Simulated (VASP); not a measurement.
The system is Sn.

```
Sn
1.0
     0.00000    3.32500    3.32500
     3.32500    0.00000    3.32500
     3.32500    3.32500    0.00000
Sn
2
Cartesian
  0.0000 0.0000 0.0000
  1.6625 1.6625 1.6625
```

This isn't the form of Sn at room conditions, which is tetragonal (white tin).

Base run:

```yaml
Program: VASP 6.6.1
Functional: PBE
Potentials_or_basis: VASP PAW PBE potentials, release 64 (Sn_d)
Cutoff: 520 eV
k_mesh: 6 × 6 × 6
Occupations: fermi-dirac, width 0.02 eV
Spin: no spin polarisation
```

Its results: band gap on the k mesh zero (bands 14 and 15 overlap by 0.23 eV); pressure 0.1 GPa.

The run is repeated on the same cell with these changes: functional from PBE to r2SCAN. What comes out?

Band gap on the k mesh zero (bands 14 and 15 overlap by 0.02 eV); pressure -1.4 GPa.

Caveats: spin-orbit coupling is left out, which moves the levels of the heavy elements; the PAW data sets were made with another functional, which shifts forces and pressure a little (at least some runs).
